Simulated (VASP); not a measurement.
# RbBr (Pm-3m) in VASP: further runs

The runs below take RbBr through single point, relaxation of cell and atoms, with PBE+D4, PBE, PBE+D3(BJ), BLYP, r2SCAN.

Everything below comes from runs of VASP 6.6.1. Logs are shortened: lines on timing, memory, paths and dates and some standing lists are left out, and cuts for length are marked.

**1. The cell of the first run**

It takes space group Pm-3m (No. 221, cubic). Conventional cell: a = 4.138 Å, b = 4.138 Å, c = 4.138 Å, α = 90.00°, β = 90.00°, γ = 90.00°. Within 4.7 Å of Rb (site symmetry m-3m) lie 8 Br at 3.58 Å and 6 Rb at 4.14 Å. Within 4.7 Å of Br (site symmetry m-3m) lie 8 Rb at 3.58 Å and 6 Br at 4.14 Å.

**2. Single point, PBE+D4**

INCAR reads:

```
  PREC = Accurate
  ENCUT = 520
  EDIFF = 1E-6
  ISMEAR = -1
  SIGMA = 0.05
  LREAL = False
  LASPH = True
  NELM = 60
  ALGO = Normal
  ISIF = 2
  LWAVE = False
  LCHARG = False
  GGA = PE
  IVDW = 13
  NBANDS = 15
```

KPOINTS reads:

```
regular mesh
0
Gamma
  7 7 7
```

POSCAR reads:

```
RbBr
1.0
    4.1380745890      0.0000000000      0.0000000000
    0.0000000000      4.1380745890      0.0000000000
    0.0000000000      0.0000000000      4.1380745890
Rb Br
1 1
Direct
    0.0000000000      0.0000000000      0.0000000000
    0.5000000000      0.5000000000      0.5000000000
```

Potentials or basis: VASP PAW PBE potentials, release 64 (Rb_sv, Br).

On the command line:

```
$ cat potpaw_PBE.64/Rb_sv/POTCAR potpaw_PBE.64/Br/POTCAR > POTCAR
$ mpirun -np 1 vasp_std > vasp.out
```

OUTCAR:

```text
PREC = Accurate
   ENCUT = 520
   EDIFF = 1E-6
   ISMEAR = -1
   LREAL = False
   LASPH = True
   NELM = 60
   ISIF = 2
   GGA = PE
   IVDW = 13

 ion  position               nearest neighbor table
   1  0.000  0.000  0.000-   2 3.58   2 3.58   2 3.58   2 3.58   2 3.58   2 3.58   2 3.58   2 3.58

   2  0.500  0.500  0.500-   1 3.58   1 3.58   1 3.58   1 3.58   1 3.58   1 3.58   1 3.58   1 3.58

  LATTYP: Found a simple cubic cell.
 ALAT       =     4.1380745890

  Lattice vectors:

 A1 = (   4.1380745890,   0.0000000000,   0.0000000000)
 A2 = (   0.0000000000,   4.1380745890,   0.0000000000)
 A3 = (   0.0000000000,   0.0000000000,   4.1380745890)

Analysis of symmetry for initial positions (statically):
=====================================================================
 Subroutine PRICEL returns:
 Original cell was already a primitive cell.

 Routine SETGRP: Setting up the symmetry group for a
 simple cubic supercell.

 Subroutine GETGRP returns: Found 48 space group operations
 (whereof 48 operations were pure point group operations)
 out of a pool of 48 trial point group operations.

The static configuration has the point symmetry O_h .

Analysis of symmetry for dynamics (positions and initial velocities):
=====================================================================
 Subroutine PRICEL returns:
 Original cell was already a primitive cell.

 Routine SETGRP: Setting up the symmetry group for a
 simple cubic supercell.

 Subroutine GETGRP returns: Found 48 space group operations
 (whereof 48 operations were pure point group operations)
 out of a pool of 48 trial point group operations.

The dynamic configuration has the point symmetry O_h .

 Subroutine INISYM returns: Found 48 space group operations
 (whereof 48 operations are pure point group operations),
 and found     1 'primitive' translations

----------------------------------------------------------------------------------------

                                     Primitive cell

  volume of cell :      70.8590

  direct lattice vectors                    reciprocal lattice vectors
     4.138074589  0.000000000  0.000000000     0.241658283  0.000000000  0.000000000
     0.000000000  4.138074589  0.000000000     0.000000000  0.241658283  0.000000000
     0.000000000  0.000000000  4.138074589     0.000000000  0.000000000  0.241658283
[... 85 lines left out ...]
   ISIF   =      2    stress and relaxation
   ISYM   =      2    0-nonsym 1-usesym 2-fastsym
   POTIM  = 0.5000    time-step for ionic-motion
   TEBEG  =    0.0;   TEEND  =   0.0 temperature during run
   PSTRESS=    0.0 pullay stress
   NELECT =      16.0000    total number of electrons
   NUPDOWN=      -1.0000    fix difference up-down
   EMIN   =  10.00;   EMAX   =-10.00  energy-range for DOS
   EFERMI =   0.00;   METHOD = LEGACY
   ISMEAR =    -1;   SIGMA  =   0.05  broadening in eV -4-tet -1-fermi 0-gaus
   EFERMI_NEDOS =   21; number of points for ismear=-14 and -15
   IALGO  =     38    algorithm
   IMIX   =      4    mixing-type and parameters
     AMIX     =   0.40;   BMIX     =  1.00
     AMIX_MAG =   1.60;   BMIX_MAG =  1.00
  volume/ion in A,a.u.               =      35.43       239.09
  Fermi-wavevector in a.u.,A,eV,Ry     =   0.996896  1.883860 13.521492  0.993802
  Thomas-Fermi vector in A             =   2.129015
   LORBIT       =      0    0 simple, 1 ext, 2 COOP (PROOUT), +10 PAW based schemes
   GGA     = PE    functional components
   LHFCALC =     F    Hartree Fock is set to
   AEXX    =    0.0000 exact exchange contribution
   IVDW    =    13    specifies the selected vdW correction
   LEPSILON=     F    determine dielectric tensor
   LRPA    =     F    only Hartree local field effects (RPA)
 non-spin polarized calculation
  energy-cutoff  :      520.00
  volume of cell :       70.86
 maximum number of plane-waves:      1935
 NGX is ok and might be reduce to    32
   NGX = 15   NGY = 15   NGZ = 15

 number of electron      16.0000001 magnetization

 Free energy of the ion-electron system (eV)
  ---------------------------------------------------
  ext. energy  EPLUGINS =         0.00000000
  ---------------------------------------------------
  free energy    TOTEN  =        -5.99872698 eV

  energy without entropy =       -5.99872698  energy(sigma->0) =       -5.99872698

 E-fermi :   0.4246     XC(G=0):  -7.8921

 val. band max:       -0.7294091564   @ k =   0.4286   0.4286   0.0000
 cond. band min:       3.3447914905   @ k =   0.0000   0.0000   0.0000
 fundamental gap:      4.0742006469
 Fermi energy:         0.4245532799

 k-point     1 :       0.0000    0.0000    0.0000
  band No.  band energies     occupation
      1     -25.8221      2.00000
      2     -13.3102      2.00000
      3      -9.8070      2.00000
      4      -9.8070      2.00000
      5      -9.8070      2.00000
      6      -0.8598      2.00000
      7      -0.8598      2.00000
      8      -0.8598      2.00000
      9       3.3448      0.00000
     10       4.8827      0.00000
     11       4.8827      0.00000
     12       9.1991      0.00000
     13       9.1991      0.00000
     14       9.1991      0.00000
[... 329 lines left out ...]
      2     -13.0380      2.00000
      3     -10.0228      2.00000
      4     -10.0171      2.00000
      5     -10.0171      2.00000
      6      -1.9630      2.00000
      7      -1.9630      2.00000
      8      -1.9101      2.00000
      9       6.9614      0.00000
     10       7.3598      0.00000
     11       7.3598      0.00000
     12       8.4506      0.00000
     13       8.6320      0.00000
     14       8.6320      0.00000
     15      11.4639      0.00000

------------------------ aborting loop because EDIFF is reached ----------------------------------------

  DFT-D4 for vdW energy calculation

  Edisp (eV):   -0.28300

  FORCE on cell =-STRESS in cart. coord.  units (eV):
  Direction    XX          YY          ZZ          XY          YZ          ZX
  --------------------------------------------------------------------------------------
  -------------------------------------------------------------------------------------
  Total       0.01192     0.01192     0.01192    -0.00000    -0.00000     0.00000
  in kB       0.26941     0.26941     0.26941    -0.00000    -0.00000     0.00000
  external pressure =        0.27 kB  Pullay stress =        0.00 kB

 VOLUME and BASIS-vectors are now :
 -----------------------------------------------------------------------------
  energy-cutoff  :      520.00
  volume of cell :       70.86
      direct lattice vectors                 reciprocal lattice vectors
     4.138074589  0.000000000  0.000000000     0.241658283  0.000000000  0.000000000
     0.000000000  4.138074589  0.000000000     0.000000000  0.241658283  0.000000000
     0.000000000  0.000000000  4.138074589     0.000000000  0.000000000  0.241658283

 POSITION                                       TOTAL-FORCE (eV/Angst)
 -----------------------------------------------------------------------------------
      0.00000      0.00000      0.00000         0.000000      0.000000      0.000000
      2.06904      2.06904      2.06904         0.000000      0.000000      0.000000
 -----------------------------------------------------------------------------------
    total drift:                                0.000000      0.000000     -0.000000

  FREE ENERGIE OF THE ION-ELECTRON SYSTEM (eV)
  ---------------------------------------------------
  free  energy   TOTEN  =        -6.2817299888 eV

  energy  without entropy=       -6.2817299888  energy(sigma->0) =       -6.28172999
```

stdout:

```text
POSCAR found type information on POSCAR RbBr
 POSCAR found :  2 types and       2 ions
 scaLAPACK will be used
 LDA part: xc-table for (Slater+PW92), standard interpolation
 POSCAR, INCAR and KPOINTS ok, starting setup
 FFT: planning ... GRIDC
 FFT: planning ... GRID_SOFT
 FFT: planning ... GRID
 WAVECAR not read
 entering main loop
```

It took 21 s on 1 thread of Intel Xeon 8259CL, shared host; peak memory 0.18 GiB.

What came out:

```yaml
Free_energy: -6.2817 eV
Pressure: 0.0 GPa
Band_gap_on_the_k_mesh: 4.07 eV (least direct gap 4.20 eV)
Dispersion_energy_per_atom: -0.141 eV
```

Caveat: an odd mesh through Γ misses points on the zone boundary, where band edges can lie.

**3. Single point, PBE**

This run uses another cell than the first one, of 36.85 Å³/atom.

INCAR reads:

```
PREC     = Accurate       # precision mode
ENCUT    = 520            # plane-wave cutoff, eV
EDIFF    = 1E-7           # SCF threshold, eV
ISMEAR   = -1             # smearing method
SIGMA    = 0.05           # smearing width, eV
LREAL    = False          # projectors in reciprocal space
LASPH    = True           # aspherical terms in the spheres
NELM     = 100            # most SCF steps
ALGO     = Normal         # electronic algorithm
ISIF     = 2              # what is computed and relaxed
LWAVE    = False          # write WAVECAR
LCHARG   = False          # write CHGCAR
GGA      = PE             # functional
NBANDS   = 15             # bands
```

KPOINTS is that of step 2.

POSCAR reads:

```
RbBr
1.0
    4.1925831342      0.0000000000      0.0000000000
    0.0000000000      4.1925831342      0.0000000000
    0.0000000000      0.0000000000      4.1925831342
Rb Br
1 1
Direct
    0.0000000000      0.0000000000      0.0000000000
    0.5000000000      0.5000000000      0.5000000000
```

Potentials or basis: VASP PAW PBE potentials, release 64 (Rb_sv, Br).

On the command line:

```
$ cat potpaw_PBE.64/Rb_sv/POTCAR potpaw_PBE.64/Br/POTCAR > POTCAR
$ mpirun -np 1 vasp_std > vasp.out
```

It took 20 s on 1 thread of Intel Xeon 8259CL, shared host; peak memory 0.18 GiB.

Results (log left out):

- Free energy: -6.0052 eV
- Pressure: 0.1 GPa
- Band gap on the k mesh: 3.95 eV (least direct gap 4.08 eV)

Levels at points of the mesh, in eV from the valence-band top:
```
           k point  band 6  band 7  band 8  band 9  band 10  band 11
(0.00, 0.00, 0.00)   -0.13   -0.13   -0.13    3.95     5.65     5.65
```

Caveat: an odd mesh through Γ misses points on the zone boundary, where band edges can lie.

**4. Relaxation of cell and atoms, PBE+D3(BJ)**

This run uses another cell than the first one, of 35.12 Å³/atom.

INCAR reads:

```
PREC = Accurate
ENCUT = 600
EDIFF = 1E-6
ISMEAR = -1
SIGMA = 0.05
LREAL = False
LASPH = True
NELM = 60
ALGO = Normal
ISIF = 3
LWAVE = False
LCHARG = False
GGA = PE
IVDW = 12
IBRION = 2
NSW = 80
EDIFFG = -0.01
```

KPOINTS reads:

```
Automatic mesh
0
Gamma
  7 7 7
```

POSCAR reads:

```
RbBr
1.0
    4.1260773000      0.0000000000      0.0000000000
    0.0000000000      4.1260773000      0.0000000000
    0.0000000000      0.0000000000      4.1260773000
Rb Br
1 1
Direct
    0.0000000000      0.0000000000      0.0000000000
    0.5000000000      0.5000000000      0.5000000000
```

Potentials or basis: VASP PAW PBE potentials, release 64 (Rb_sv, Br).

On the command line:

```
$ cat potpaw_PBE.64/Rb_sv/POTCAR potpaw_PBE.64/Br/POTCAR > POTCAR
$ mpirun -np 1 vasp_std > vasp.out
```

OUTCAR:

```text
PREC = Accurate
   ENCUT = 600
   EDIFF = 1E-6
   ISMEAR = -1
   LREAL = False
   LASPH = True
   NELM = 60
   ISIF = 3
   GGA = PE
   IVDW = 12
   IBRION = 2
   NSW = 80
   EDIFFG = -0.01
 IVDW          = 12

 ion  position               nearest neighbor table
   1  0.000  0.000  0.000-   2 3.57   2 3.57   2 3.57   2 3.57   2 3.57   2 3.57   2 3.57   2 3.57

   2  0.500  0.500  0.500-   1 3.57   1 3.57   1 3.57   1 3.57   1 3.57   1 3.57   1 3.57   1 3.57

  LATTYP: Found a simple cubic cell.
 ALAT       =     4.1260773000

  Lattice vectors:

 A1 = (   4.1260773000,   0.0000000000,   0.0000000000)
 A2 = (   0.0000000000,   4.1260773000,   0.0000000000)
 A3 = (   0.0000000000,   0.0000000000,   4.1260773000)

Analysis of symmetry for initial positions (statically):
=====================================================================
 Subroutine PRICEL returns:
 Original cell was already a primitive cell.

 Routine SETGRP: Setting up the symmetry group for a
 simple cubic supercell.

 Subroutine GETGRP returns: Found 48 space group operations
 (whereof 48 operations were pure point group operations)
 out of a pool of 48 trial point group operations.

The static configuration has the point symmetry O_h .

Analysis of symmetry for dynamics (positions and initial velocities):
=====================================================================
 Subroutine PRICEL returns:
 Original cell was already a primitive cell.

 Routine SETGRP: Setting up the symmetry group for a
 simple cubic supercell.

 Subroutine GETGRP returns: Found 48 space group operations
 (whereof 48 operations were pure point group operations)
 out of a pool of 48 trial point group operations.

The dynamic configuration has the point symmetry O_h .

 Subroutine INISYM returns: Found 48 space group operations
 (whereof 48 operations are pure point group operations),
 and found     1 'primitive' translations

----------------------------------------------------------------------------------------

                                     Primitive cell

  volume of cell :      70.2445
[... 84 lines left out ...]
   EDIFF  = 0.1E-05   stopping-criterion for ELM
   LREAL  =      F    real-space projection
   EDIFFG = -.1E-01   stopping-criterion for IOM
   NSW    =     80    number of steps for IOM
   IBRION =      2    ionic relax: 0-MD 1-quasi-New 2-CG
   NFREE  =      1    steps in history (QN), initial steepest desc. (CG)
   ISIF   =      3    stress and relaxation
   ISYM   =      2    0-nonsym 1-usesym 2-fastsym
   POTIM  = 0.5000    time-step for ionic-motion
   TEBEG  =    0.0;   TEEND  =   0.0 temperature during run
   PSTRESS=    0.0 pullay stress
   NELECT =      16.0000    total number of electrons
   NUPDOWN=      -1.0000    fix difference up-down
   EMIN   =  10.00;   EMAX   =-10.00  energy-range for DOS
   EFERMI =   0.00;   METHOD = LEGACY
   ISMEAR =    -1;   SIGMA  =   0.05  broadening in eV -4-tet -1-fermi 0-gaus
   EFERMI_NEDOS =   21; number of points for ismear=-14 and -15
   IALGO  =     38    algorithm
   IMIX   =      4    mixing-type and parameters
     AMIX     =   0.40;   BMIX     =  1.00
     AMIX_MAG =   1.60;   BMIX_MAG =  1.00
  volume/ion in A,a.u.               =      35.12       237.02
  Fermi-wavevector in a.u.,A,eV,Ry     =   0.999795  1.889338 13.600238  0.999589
  Thomas-Fermi vector in A             =   2.132108
   LORBIT       =      0    0 simple, 1 ext, 2 COOP (PROOUT), +10 PAW based schemes
   GGA     = PE    functional components
   LHFCALC =     F    Hartree Fock is set to
   AEXX    =    0.0000 exact exchange contribution
   IVDW    =    12    specifies the selected vdW correction
   LEPSILON=     F    determine dielectric tensor
   LRPA    =     F    only Hartree local field effects (RPA)
 conjugate gradient relaxation of ions
 non-spin polarized calculation
  energy-cutoff  :      600.00
  volume of cell :       70.24
 maximum number of plane-waves:      2363
 NGX is ok and might be reduce to    36
   NGX = 17   NGY = 17   NGZ = 17

--------------------------------------- Ionic step        1  -------------------------------------------

 number of electron      16.0000001 magnetization

 Free energy of the ion-electron system (eV)
  ---------------------------------------------------
  ext. energy  EPLUGINS =         0.00000000
  ---------------------------------------------------
  free energy    TOTEN  =        -5.99573542 eV

  energy without entropy =       -5.99573542  energy(sigma->0) =       -5.99573542

------------------------ aborting loop because EDIFF is reached ----------------------------------------

 Edisp (eV)   -0.46017

 E8    (eV) :    -0.2268
[... 71 lines left out ...]
--------------------------------------- Ionic step        3  -------------------------------------------

 number of electron      16.0000001 magnetization

 Free energy of the ion-electron system (eV)
  ---------------------------------------------------
  ext. energy  EPLUGINS =         0.00000000
  ---------------------------------------------------
  free energy    TOTEN  =        -5.99080124 eV

  energy without entropy =       -5.99080124  energy(sigma->0) =       -5.99080124

 E-fermi :   0.4413     XC(G=0):  -7.9800

 val. band max:       -0.6308653842   @ k =   0.4286   0.4286   0.0000
 cond. band min:       3.5151458555   @ k =   0.0000   0.0000   0.0000
 fundamental gap:      4.1460112397
 Fermi energy:         0.4413033886

 k-point     1 :       0.0000    0.0000    0.0000
  band No.  band energies     occupation
      1     -25.6935      2.00000
      2     -13.2454      2.00000
      3      -9.6746      2.00000
      4      -9.6746      2.00000
      5      -9.6746      2.00000
      6      -0.7610      2.00000
      7      -0.7610      2.00000
      8      -0.7610      2.00000
      9       3.5151      0.00000
     10       4.9596      0.00000
     11       4.9596      0.00000
     12       9.3551      0.00000
[... 316 lines left out ...]
  FREE ENERGIE OF THE ION-ELECTRON SYSTEM (eV)
  ---------------------------------------------------
  free  energy   TOTEN  =        -6.4563805281 eV

  energy  without entropy=       -6.4563805280  energy(sigma->0) =       -6.45638053

 reached required accuracy - stopping structural energy minimisation
```

OSZICAR:

```text
N       E                     dE             d eps       ncg     rms          rms(c)
DAV:   1     0.953473611376E+02    0.95347E+02   -0.76451E+03   480   0.130E+03
DAV:   2    -0.638214520220E+00   -0.95986E+02   -0.90143E+02   676   0.202E+02
DAV:   3    -0.610316529752E+01   -0.54650E+01   -0.54432E+01   604   0.543E+01
[... 22 lines left out ...]
DAV:   3    -0.599078027999E+01    0.67331E-03   -0.22941E-03   680   0.304E-01    0.377E-02
DAV:   4    -0.599079157486E+01   -0.11295E-04   -0.69505E-05   640   0.486E-02    0.185E-02
DAV:   5    -0.599079867037E+01   -0.70955E-05   -0.11555E-05   836   0.227E-02    0.931E-03
DAV:   6    -0.599080117249E+01   -0.25021E-05   -0.14520E-06   396   0.123E-02    0.255E-03
DAV:   7    -0.599080124435E+01   -0.71855E-07   -0.82933E-08   284   0.263E-03
   3 F= -.64563805E+01 E0= -.64563805E+01  d E =-.472713E-03
```

CONTCAR:

```text
RbBr
   1.00000000000000
     4.1096438721876511   -0.0000000000000000   -0.0000000000000000
    -0.0000000000000000    4.1096438721876511   -0.0000000000000000
     0.0000000000000000   -0.0000000000000000    4.1096438721876511
  Rb              Br
     1     1
Direct
     0.0000000000000000    0.0000000000000000    0.0000000000000000
     0.5000000000000000    0.5000000000000000    0.5000000000000000

  0.00000000E+00  0.00000000E+00  0.00000000E+00
  0.00000000E+00  0.00000000E+00  0.00000000E+00
```

It took 71 s on 1 thread of Intel Xeon 8259CL, shared host; peak memory 0.23 GiB.

Results:

```
Free energy                           : -6.4564 eV
Relaxed volume                        : 34.70 Å³/atom
Relaxed cell                          : a = 4.110 Å, b = 4.110 Å, c = 4.110 Å, α = 90.00°, β = 90.00°, γ = 90.00°
Space group after relaxing (to 0.1 Å) : Pm-3m (No. 221)
Energy gained by relaxing             : 0.2 meV/atom
Ionic steps                           : 3
Pressure after relaxing               : 0.0 GPa
Band gap on the k mesh                : 4.15 eV (least direct gap 4.28 eV)
Dispersion energy per atom            : -0.233 eV
```

Step by step:
| step | energy change (eV) | largest force (eV/Å) | pressure (GPa) | volume (Å³) |
| --- | --- | --- | --- | --- |
| 1 | 0.0000 | 0.0000 | -0.18 | 70.24 |
| 2 | -0.0004 | 0.0000 | -0.09 | 69.83 |
| 3 | -0.0005 | 0.0000 | 0.01 | 69.41 |

Final structure:
```yaml
crystal:
  lattice:
    - [4.10964, 0.00000, 0.00000]
    - [0.00000, 4.10964, 0.00000]
    - [0.00000, 0.00000, 4.10964]
  atoms:
    - { symbol: Rb, position: [0.00000, 0.00000, 0.00000] }
    - { symbol: Br, position: [0.50000, 0.50000, 0.50000] }
```

Caveat: an odd mesh through Γ misses points on the zone boundary, where band edges can lie.

[end of part 1 of 3]
